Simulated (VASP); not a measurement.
Crystal: TiNb.

```xyz
4
Lattice="4.1600 0.0000 0.0000 0.0000 4.1600 0.0000 0.0000 0.0000 4.1600" Properties=species:S:1:pos:R:3 pbc="T T T"
Ti    0.0000    0.0000    0.0000
Ti    0.0000    2.0800    2.0800
Nb    2.0800    0.0000    2.0800
Nb    2.0800    2.0800    0.0000
```

| Item | Value |
| --- | --- |
| Program | VASP 6.6.1 |
| Task | relaxation of volume and atoms at fixed shape |
| Functional | LDA |
| Potentials or basis | VASP PAW LDA potentials, release 64 (Ti_sv, Nb_sv) |
| Cutoff | 600 eV |
| k mesh | 6 × 6 × 6 |
| Occupations | methfessel-paxton, width 0.1 eV |
| Spin | no spin polarisation |

At the start: pressure -9.6 GPa; volume 18.00 Å³/atom.

Q: Where does the relaxation end?

A: Over 4 steps the energy falls by 40.5 meV/atom and the volume is 16.72 Å³/atom (-7.1 %); space group P4/mmm (No. 123, to 0.05 Å).

Step by step:
| step | energy change (eV) | largest force (eV/Å) | pressure (GPa) | volume (Å³) |
| --- | --- | --- | --- | --- |
| 1 | 0.0000 | 0.0000 | -9.60 | 71.99 |
| 2 | 0.0808 | 0.0000 | 14.94 | 61.33 |
| 3 | -0.1619 | 0.0000 | -0.18 | 66.97 |
| 4 | -0.1620 | 0.0000 | 0.00 | 66.87 |

Final structure:
```yaml
crystal:
  lattice:
    - [4.05900, 0.00000, 0.00000]
    - [0.00000, 4.05900, 0.00000]
    - [0.00000, 0.00000, 4.05900]
  atoms:
    - { symbol: Ti, position: [0.00000, 0.00000, 0.00000] }
    - { symbol: Ti, position: [0.00000, 0.50000, 0.50000] }
    - { symbol: Nb, position: [0.50000, 0.00000, 0.50000] }
    - { symbol: Nb, position: [0.50000, 0.50000, 0.00000] }
```
